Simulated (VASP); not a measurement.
A run of VASP 6.6.1 is set up as follows.

The input POSCAR:

```
HfH2
1.0
   -1.6797611451      1.6797611451      2.0159076546
    1.6797611451     -1.6797611451      2.0159076546
    1.6797611451      1.6797611451     -2.0159076546
Hf H
1 2
Direct
    0.0000000000      0.0000000000      0.0000000000
    0.7500000000      0.2500000000      0.5000000000
    0.2500000000      0.7500000000      0.5000000000
```

Contents of INCAR.step1:

```
SYSTEM = HfH2
PREC = Accurate
ENCUT = 520
ISMEAR = 0
SIGMA = 0.1
LREAL = .False.
LASPH = .True.
NELM = 60
NBANDS = 13
GGA = PE
ALGO = Normal
EDIFF = 1E-4
LWAVE = .True.
LCHARG = .False.
```

INCAR.step2

```
SYSTEM = HfH2
PREC = Accurate
ENCUT = 520
EDIFF = 1E-6
ISMEAR = 0
SIGMA = 0.1
LREAL = .False.
LASPH = .True.
NELM = 60
ALGO = Normal
ISIF = 2
LWAVE = .False.
LCHARG = .True.
METAGGA = R2SCAN
LMIXTAU = .True.
LELF = .True.
LVHAR = .True.
NBANDS = 13
ISTART = 1
```

KPOINTS

```
regular mesh
0
Gamma
  16 16 16
  0 0 0
```

Potentials or basis: VASP PAW PBE potentials, release 64 (Hf_pv, H).

Command:

```console
$ cat potpaw_PBE.64/Hf_pv/POTCAR potpaw_PBE.64/H/POTCAR > POTCAR
$ cp INCAR.step1 INCAR
$ mpirun -np 1 vasp_std > vasp.out
$ cp INCAR.step2 INCAR
$ mpirun -np 1 vasp_std > vasp.out
```

Q: Predict the pressure.

A: 23.5 GPa.

Q: Estimate the band gap on the k mesh.

A: Zero (bands 6 and 7 overlap by 1.38 eV).

Stress tensor (GPa, compression positive):
```
23.47  0.00  0.00
 0.00 23.47  0.00
 0.00  0.00 23.70
```

Caveat: the cell stands under pressure; the PAW data sets were made with another functional, which shifts forces and pressure a little; spin-orbit coupling is left out, which moves the levels of the heavy elements.
